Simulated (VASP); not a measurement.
# Mn (P6_3/mmc) in VASP: single point with BLYP

Aim: the single point of Mn with BLYP.

Everything below comes from runs of VASP 6.6.1. Logs are shortened: lines on timing, memory, paths and dates and some standing lists are left out, and cuts for length are marked.

## (1) The cell of the first run

It takes space group P6_3/mmc (No. 194, hexagonal). The conventional cell has a = 2.585 Å, b = 2.585 Å, c = 8.363 Å, α = 90.00°, β = 90.00°, γ = 120.00°. Within 3.4 Å of Mn (site symmetry -3m) lie 12 Mn at 2.57 to 2.59 Å. Mn (site symmetry -6m2) has 12 Mn at 2.57 to 2.59 Å within 3.4 Å.

This isn't the form of Mn at room conditions, which is a 58-atom cubic cell.

## (2) Single point, BLYP, collinear spin, ferrimagnetic start (12.10 Å³/atom)

Input file INCAR:

```
PREC = Accurate
ENCUT = 520
EDIFF = 1E-6
ISMEAR = -1
SIGMA = 0.05
LREAL = F
LASPH = T
NELM = 150
ALGO = Normal
ISIF = 2
LWAVE = F
LCHARG = F
ISPIN = 2
MAGMOM = 0.753 0.753 -0.671 -0.671
LORBIT = 11
LMAXMIX = 4
GGA = B5
ALDAX = 1.0
AGGAX = 1.0
AGGAC = 1.0
ALDAC = 0.0
NBANDS = 38
```

Input file KPOINTS:

```
regular mesh
0
Gamma
  16 16 5
```

Input file POSCAR:

```
Mn
1.0
    2.5851778487      0.0000000000      0.0000000000
   -1.2925889243      2.2388296903      0.0000000000
    0.0000000000      0.0000000000      8.3634104366
Mn
4
Direct
    1.0000000000      1.0000000000      1.0000000000
    1.0000000000      1.0000000000      0.5000000000
    0.3333333333      0.6666666667      0.2500000000
    0.6666666667      0.3333333333      0.7500000000
```

Potentials or basis: VASP PAW PBE potentials, release 64 (Mn_pv).

Launch:

```
cat potpaw_PBE.64/Mn_pv/POTCAR > POTCAR
mpirun -np 1 vasp_std > vasp.out
```

OUTCAR:

```text
PREC = Accurate
   ENCUT = 520
   EDIFF = 1E-6
   ISMEAR = -1
   LREAL = F
   LASPH = T
   NELM = 150
   ISIF = 2
   ISPIN = 2
   LORBIT = 11
   GGA = B5

 ion  position               nearest neighbor table
   1  0.000  0.000  0.000-   3 2.57   4 2.57   3 2.57   4 2.57   4 2.57   3 2.57
   2  0.000  0.000  0.500-   3 2.57   4 2.57   3 2.57   4 2.57   4 2.57   3 2.57
   3  0.333  0.667  0.250-   1 2.57   2 2.57   1 2.57   2 2.57   1 2.57   2 2.57
   4  0.667  0.333  0.750-   1 2.57   2 2.57   1 2.57   2 2.57   1 2.57   2 2.57

  LATTYP: Found a hexagonal cell.
 ALAT       =     2.5851778487
 C/A-ratio  =     3.2351392926

  Lattice vectors:

 A1 = (   2.5851778487,   0.0000000000,   0.0000000000)
 A2 = (  -1.2925889243,   2.2388296903,   0.0000000000)
 A3 = (   0.0000000000,   0.0000000000,   8.3634104366)

Analysis of symmetry for initial positions (statically):
=====================================================================
 Subroutine PRICEL returns:
 Original cell was already a primitive cell.

 Routine SETGRP: Setting up the symmetry group for a
 hexagonal supercell.

 Subroutine GETGRP returns: Found 24 space group operations
 (whereof 12 operations were pure point group operations)
 out of a pool of 24 trial point group operations.

The static configuration has the point symmetry D_3d.
 The point group associated with its full space group is D_6h.

Analysis of symmetry for dynamics (positions and initial velocities):
=====================================================================
 Subroutine PRICEL returns:
 Original cell was already a primitive cell.

 Routine SETGRP: Setting up the symmetry group for a
 hexagonal supercell.

 Subroutine GETGRP returns: Found 24 space group operations
 (whereof 12 operations were pure point group operations)
 out of a pool of 24 trial point group operations.

The dynamic configuration has the point symmetry D_3d.
 The point group associated with its full space group is D_6h.

Analysis of structural, dynamic, and magnetic symmetry:
=====================================================================
 Subroutine PRICEL returns:
 Original cell was already a primitive cell.

 Routine SETGRP: Setting up the symmetry group for a
 hexagonal supercell.

 Subroutine GETGRP returns: Found 24 space group operations
 (whereof 12 operations were pure point group operations)
 out of a pool of 24 trial point group operations.

The overall configuration has the point symmetry D_3d.
 The point group associated with its full space group is D_6h.

 Subroutine INISYM returns: Found 24 space group operations
 (whereof 12 operations are pure point group operations),
 and found     1 'primitive' translations

----------------------------------------------------------------------------------------

                                     Primitive cell

  volume of cell :      48.4055

  direct lattice vectors                    reciprocal lattice vectors
     2.585177849  0.000000000  0.000000000     0.386820582  0.223330967  0.000000000
    -1.292588924  2.238829690  0.000000000     0.000000000  0.446661934  0.000000000
     0.000000000  0.000000000  8.363410437     0.000000000  0.000000000  0.119568447

  length of vectors
     2.585177849  2.585177849  8.363410437     0.446661934  0.446661934  0.119568447

  position of ions in fractional coordinates (direct lattice)
     0.000000000  0.000000000  0.000000000
     0.000000000  0.000000000  0.500000000
     0.333333333  0.666666667  0.250000000
     0.666666667  0.333333333  0.750000000

  ion indices of the primitive-cell ions
   primitive index   ion index
                 1           1
                 2           2
                 3           3
                 4           4

----------------------------------------------------------------------------------------

 KPOINTS: regular mesh

Automatic generation of k-mesh.
 Grid dimensions read from file:
 generate k-points for:   16   16    5

 Generating k-lattice:

  Cartesian coordinates                     Fractional coordinates (reciprocal lattice)
     0.024176286  0.013958185  0.000000000     0.062500000  0.000000000  0.000000000
     0.000000000  0.027916371  0.000000000     0.000000000  0.062500000  0.000000000
     0.000000000  0.000000000  0.023913689     0.000000000  0.000000000  0.200000000

  Length of vectors
     0.027916371  0.027916371  0.023913689

  Shift w.r.t. Gamma in fractional coordinates (k-lattice)
     0.000000000  0.000000000  0.000000000

 Subroutine IBZKPT returns following result:
 ===========================================

 Found     90 irreducible k-points:

 Following reciprocal coordinates:
            Coordinates               Weight
  0.000000  0.000000  0.000000      1.000000
  0.062500  0.000000  0.000000      6.000000
  0.125000  0.000000  0.000000      6.000000
  0.187500  0.000000  0.000000      6.000000
  0.250000  0.000000  0.000000      6.000000
  0.312500 -0.000000  0.000000      6.000000
[... 16 lines left out ...]
  0.187500  0.187500  0.000000      6.000000
  0.250000  0.187500  0.000000     12.000000
 [... further k-points ...]
   k-points           NKPTS =     90   k-points in BZ     NKDIM =     90   number of bands    NBANDS=     38
   number of dos      NEDOS =    301   number of ions     NIONS =      4
   total plane-waves  NPLWV =  25600
   dimension x,y,z NGX =    20 NGY =   20 NGZ =   64
   dimension x,y,z NGXF=    40 NGYF=   40 NGZF=  128
   ions per type =               4
   NGX,Y,Z   is equivalent  to a cutoff of  12.86, 12.86, 12.72 a.u.
   NGXF,Y,Z  is equivalent  to a cutoff of  25.72, 25.72, 25.44 a.u.
 SYSTEM =  unknown system
   PREC   = accura    normal or accurate (medium, high low for compatibility)
   ISTART =      0    job   : 0-new  1-cont  2-samecut
   ICHARG =      2    charge: 1-file 2-atom 10-const
   ISPIN  =      2    spin polarized calculation?
   LNONCOLLINEAR =      F non collinear calculations
   LSORBIT =      F    spin-orbit coupling
   LASPH  =      T    aspherical Exc in radial PAW
   ENCUT  =  520.0 eV  38.22 Ry    6.18 a.u.   4.81  4.81 15.55*2*pi/ulx,y,z
   NELM   =    150;   NELMIN=  2; NELMDL= -5     # of ELM steps
   EDIFF  = 0.1E-05   stopping-criterion for ELM
   LREAL  =      F    real-space projection
   EDIFFG = 0.1E-04   stopping-criterion for IOM
   NSW    =      0    number of steps for IOM
   IBRION =     -1    ionic relax: 0-MD 1-quasi-New 2-CG
   NFREE  =      0    steps in history (QN), initial steepest desc. (CG)
   ISIF   =      2    stress and relaxation
   ISYM   =      2    0-nonsym 1-usesym 2-fastsym
   POTIM  = 0.5000    time-step for ionic-motion
   TEBEG  =    0.0;   TEEND  =   0.0 temperature during run
   PSTRESS=    0.0 pullay stress
   NELECT =      52.0000    total number of electrons
   NUPDOWN=      -1.0000    fix difference up-down
   EMIN   =  10.00;   EMAX   =-10.00  energy-range for DOS
   EFERMI =   0.00;   METHOD = LEGACY
   ISMEAR =    -1;   SIGMA  =   0.05  broadening in eV -4-tet -1-fermi 0-gaus
   EFERMI_NEDOS =   21; number of points for ismear=-14 and -15
   IALGO  =     38    algorithm
   IMIX   =      4    mixing-type and parameters
     AMIX     =   0.40;   BMIX     =  1.00
     AMIX_MAG =   1.60;   BMIX_MAG =  1.00
  volume/ion in A,a.u.               =      12.10        81.66
  Fermi-wavevector in a.u.,A,eV,Ry     =   1.676657  3.168423 38.248424  2.811180
  Thomas-Fermi vector in A             =   2.761061
   LORBIT       =     11    0 simple, 1 ext, 2 COOP (PROOUT), +10 PAW based schemes
   GGA     = B5    functional components
   LHFCALC =     F    Hartree Fock is set to
   AEXX    =    0.0000 exact exchange contribution
   IVDW    =     0    specifies the selected vdW correction
   LEPSILON=     F    determine dielectric tensor
   LRPA    =     F    only Hartree local field effects (RPA)
 spin polarized calculation
  energy-cutoff  :      520.00
  volume of cell :       48.41
 maximum number of plane-waves:      1321
 NGX is ok and might be reduce to    20
   NGX =  9   NGY =  9   NGZ = 31

 number of electron      51.9999979 magnetization       0.1191190

 Free energy of the ion-electron system (eV)
  ---------------------------------------------------
  ext. energy  EPLUGINS =         0.00000000
  ---------------------------------------------------
  free energy    TOTEN  =       -31.02070579 eV

  energy without entropy =      -30.97680034  energy(sigma->0) =      -30.99875306

 E-fermi :   9.4109     XC(G=0): -12.7224

 val. band max:        9.4088211069   @ k =   0.1875   0.0000   0.0000
 cond. band min:       9.4110200128   @ k =   0.2500   0.0625   0.2000
 fundamental gap:      0.0021989059
 Fermi energy:         9.4108913962

 spin component 1

 k-point     1 :       0.0000    0.0000    0.0000
  band No.  band energies     occupation
      1     -39.0597      1.00000
      2     -39.0166      1.00000
      3     -38.7172      1.00000
      4     -38.7172      1.00000
      5     -38.7162      1.00000
      6     -38.7162      1.00000
[... 30 lines left out ...]
     37      17.4388      0.00000
     38      24.7604      0.00000
[... 941 lines left out ...]
     37      18.0969      0.00000
     38      19.8588      0.00000

 [... further k-points ...]

 spin component 2

 k-point     1 :       0.0000    0.0000    0.0000
  band No.  band energies     occupation
      1     -39.0709      1.00000
      2     -39.0292      1.00000
      3     -38.6820      1.00000
      4     -38.6820      1.00000
      5     -38.6810      1.00000
      6     -38.6810      1.00000
[... 30 lines left out ...]
     37      17.4378      0.00000
     38      24.7164      0.00000
[... 941 lines left out ...]
     37      18.1143      0.00000
     38      19.8413      0.00000

 [... further k-points ...]

------------------------ aborting loop because EDIFF is reached ----------------------------------------

  FORCE on cell =-STRESS in cart. coord.  units (eV):
  Direction    XX          YY          ZZ          XY          YZ          ZX
  --------------------------------------------------------------------------------------
  -------------------------------------------------------------------------------------
  Total       -3.3887045     -3.3887045     -2.7876137     -0.0000000     -0.0000000     -0.0000000
  in kB     -112.1629422   -112.1629422    -92.2673995     -0.0000000     -0.0000000     -0.0000000
  external PRESSURE =    -105.5310946 kB  Pullay stress =       0.0000000 kB

 VOLUME and BASIS-vectors are now :
 -----------------------------------------------------------------------------
  energy-cutoff  :      520.00
  volume of cell :       48.41
      direct lattice vectors                 reciprocal lattice vectors
     2.585177849  0.000000000  0.000000000     0.386820582  0.223330967  0.000000000
    -1.292588924  2.238829690  0.000000000     0.000000000  0.446661934  0.000000000
     0.000000000  0.000000000  8.363410437     0.000000000  0.000000000  0.119568447

 POSITION                                       TOTAL-FORCE (eV/Angst)
 -----------------------------------------------------------------------------------
      0.00000      0.00000      0.00000         0.000000      0.000000      0.000000
      0.00000      0.00000      4.18171         0.000000      0.000000      0.000000
     -0.00000      1.49255      2.09085         0.000000     -0.000000     -0.000000
      1.29259      0.74628      6.27256        -0.000000      0.000000     -0.000000
 -----------------------------------------------------------------------------------
    total drift:                                0.000000     -0.000000      0.000000

  FREE ENERGIE OF THE ION-ELECTRON SYSTEM (eV)
  ---------------------------------------------------
  free  energy   TOTEN  =       -31.0207057882 eV

  energy  without entropy=      -30.9768003382  energy(sigma->0) =      -30.99875306

 total charge

# of ion       s       p       d       tot
------------------------------------------
    1        0.385   6.319   5.127  11.831
    2        0.385   6.319   5.127  11.831
    3        0.385   6.320   5.121  11.826
    4        0.385   6.320   5.121  11.826
--------------------------------------------------
tot          1.540  25.278  20.495  47.313

 magnetization (x)

# of ion       s       p       d       tot
------------------------------------------
    1        0.010   0.014   1.311   1.334
    2        0.010   0.014   1.311   1.334
    3       -0.008  -0.016  -1.251  -1.276
    4       -0.008  -0.016  -1.251  -1.276
--------------------------------------------------
tot          0.002  -0.005   0.120   0.117
```

Run time: 3.1 min. Hardware: 1 thread of Intel Xeon 6975P-C (Granite Rapids), shared host; peak memory 0.33 GiB.

What came out:

| Quantity | Value |
| --- | --- |
| Free energy | -31.0207 eV |
| Pressure | -10.6 GPa |
| Net moment | 0.12 μB per cell |
| Site moments | Mn +1.33, -1.28 (each value once) μB |
| Valence electrons inside the program's atomic spheres | Mn 11.83 |

Levels at points of the mesh, in eV from the Fermi level:
Spin up:
```
           k point  band 22  band 23  band 24  band 25  band 26  band 27  band 28  band 29  band 30  band 31
(0.00, 0.00, 0.00)    -0.96    -0.82    -0.76    -0.76    -0.33    -0.33    -0.16    -0.16     0.57     0.57
(0.50, 0.00, 0.00)    -0.90    -0.61    -0.58     0.82     0.94     0.96     1.40     1.41     1.80     1.92
```
Spin down:
```
           k point  band 21  band 22  band 23  band 24  band 25  band 26  band 27  band 28  band 29  band 30
(0.00, 0.00, 0.00)    -1.15    -0.94    -0.89    -0.89    -0.85    -0.14    -0.14    -0.11    -0.11     0.45
(0.50, 0.00, 0.00)    -1.20    -1.00    -0.57    -0.34     0.76     1.01     1.12     1.18     1.56     1.80
```

Caveat: the cell stands under tension; the PAW data sets were made with another functional, which shifts forces and pressure a little.
